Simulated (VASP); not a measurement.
Write the native input for VASP 6.6.1 that does the following.

| Quantity | Value |
| --- | --- |
| Task | single point |
| Functional | PBE |
| Potentials or basis | VASP PAW PBE potentials, release 64 (Nb_sv, Pd, Se) |
| Cutoff | 520 eV |
| k mesh | 4 × 4 × 1 |
| Occupations | gaussian, width 0.15 eV |
| Spin | no spin polarisation |
| Dipole correction | no |
| Further INCAR settings | ALGO = Normal; EDIFF = 1e-06; NBANDS = 39 |

The structure of Nb2PdSe4 lies in POSCAR:

```
Nb2PdSe4
1.0
    3.5488008955      0.0000000000      0.0000000000
   -1.7744004477      3.0733517285      0.0000000000
    0.0000000000      0.0000000000     13.8796596486
Nb Pd Se
2 1 4
Direct
    0.0000000000      0.0000000000      0.2392087770
    0.0000000000      0.0000000000      0.7607912230
    0.0000000000      0.0000000000      0.0000000000
    0.3333333333      0.6666666667      0.1232631375
    0.3333333333      0.6666666667      0.3589484043
    0.6666666667      0.3333333333      0.6410515957
    0.6666666667      0.3333333333      0.8767368625
```

One way to write it, as run:

INCAR

```
SYSTEM = Nb2PdSe4
  PREC = Accurate
  ENCUT = 520
  EDIFF = 1E-6
  ISMEAR = 0
  SIGMA = 0.15
  LREAL = .False.
  LASPH = .True.
  NELM = 100
  ALGO = Normal
  ISIF = 2
  LWAVE = .False.
  LCHARG = .False.
  GGA = PE
  NBANDS = 39
```

KPOINTS

```
Automatic mesh
0
Gamma
  4 4 1
  0 0 0
```

Potentials or basis: VASP PAW PBE potentials, release 64 (Nb_sv, Pd, Se).

Command:

```console
$ cat potpaw_PBE.64/Nb_sv/POTCAR potpaw_PBE.64/Pd/POTCAR potpaw_PBE.64/Se/POTCAR > POTCAR
$ mpirun -np 1 vasp_std > vasp.out
```

Results of the run:

```
Pressure               : 0.0 GPa
Largest force          : 0.025 eV/Å
Band gap on the k mesh : zero (band 30 reaches 6.48 eV, above the bottom of band 31 at 6.03 eV)
```

Caveat: the k points lie up to 0.51 Å⁻¹ apart; this functional lacks dispersion, which binds the layers, so the pressure and a relaxed spacing across them are unreliable.

Run time: 36 s on 1 thread of Intel(R) Xeon(R) Platinum 8375C CPU @ 2.90GHz (Ice Lake) (shared host), peak memory 0.26 GiB.
